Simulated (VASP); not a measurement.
Set up this calculation in VASP 6.6.1, as the native input.

| Quantity | Value |
| --- | --- |
| Task | single point |
| Functional | PBE |
| Potentials or basis | VASP PAW PBE potentials, release 64 (Al) |
| Cutoff | 520 eV |
| k mesh | 26 × 26 × 26 |
| Occupations | gaussian, width 0.15 eV |
| Spin | no spin polarisation |
| Dipole correction | no |
| Further INCAR settings | ALGO = Fast; EDIFF = 1e-06; NBANDS = 8 |

The structure of Al lies in POSCAR:

```
Al
1.0
   -1.6023865011      1.6023865011      1.6175102217
    1.6023865011     -1.6023865011      1.6175102217
    1.6326339423      1.6326339423     -1.6175102217
Al
1
Direct
    0.0000000000      0.0000000000      0.0000000000
```

This isn't the form of Al at room conditions, which is fcc.

This cell differs from its parent crystal: strain +0.0187 x Voigt [0, 0, 0, 0, 0, 1].

These files were run (other wordings do the same):

INCAR

```
PREC     = Accurate       # precision mode
ENCUT    = 520            # plane-wave cutoff, eV
EDIFF    = 1E-6           # SCF threshold, eV
ISMEAR   = 0              # smearing method
SIGMA    = 0.15           # smearing width, eV
LREAL    = F              # projectors in reciprocal space
LASPH    = T              # aspherical terms in the spheres
NELM     = 60             # most SCF steps
ALGO     = Fast           # electronic algorithm
ISIF     = 2              # what is computed and relaxed
LWAVE    = F              # write WAVECAR
LCHARG   = T              # write CHGCAR
GGA      = PE             # functional
LELF     = T              # ELF
LVHAR    = T            
NBANDS   = 8              # bands
```

KPOINTS

```
regular mesh
0
Gamma
  26 26 26
```

Potentials or basis: VASP PAW PBE potentials, release 64 (Al).

Command:

```sh
$ cat potpaw_PBE.64/Al/POTCAR > POTCAR
$ mpirun -np 1 vasp_std > vasp.out
```

Results of the run:

* Pressure: 0.0 GPa
* Band gap on the k mesh: zero (an odd number of electrons rules out a gap without spin polarisation)

Caveat: the cell differs from its parent crystal (strain +0.0187 x Voigt [0, 0, 0, 0, 0, 1]).

Wall time 84 s on 1 thread of Intel(R) Xeon(R) 6975P-C (Granite Rapids) (shared host), peak memory 0.38 GiB.
